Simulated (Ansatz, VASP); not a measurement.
## One calculation of Fe, two programs

```
Fe
1.0
    -1.44300    1.44300    1.44300
     1.44300   -1.44300    1.44300
     1.44300    1.44300   -1.44300
Fe
1
Cartesian
  0.0000 0.0000 0.0000
```

Alike in both runs: task single point; functional HF; k mesh 7 × 7 × 7; occupations fermi-dirac, width 0.05 eV; collinear spin.

```csv
,VASP,Ansatz
version,VASP 6.6.1,Ansatz 0.2.0
potentials or method,"VASP PAW PBE potentials, release 64 (Fe)",Ansatz PAW
plane-wave cutoff (eV),520,420
valence electrons in the cell,8,16
```

```tsv
	VASP	Ansatz	Ansatz less VASP
gap on the k mesh at the Fermi level (eV)	none	none	-
pressure (GPa)	47.3	47.2	-0.05
net moment per atom (μB)	3.07	3.17	+0.100
size of the moment on the site where the two differ most (μB)	3.21	3.69	+0.477
```

The net moments are unlike, so the other rows may belong to different states. VASP's potentials were made for PBE, not for HF. Site moments also hang on the region over which each program counts them. A gap of «none» marks a metal or a gap that the smearing closes. Both programs put the cell under a high pressure, so it lies far from rest at this level. VASP's potentials hold 8 valence electrons a cell and Ansatz's 16, so a difference there can come from the potentials and not from the codes.

The k mesh is coarse, so the values compare programs but aren't converged. Noted on Ansatz's run: the magnetic or orbital state may not be the lowest; Pulay correction over one GPa.
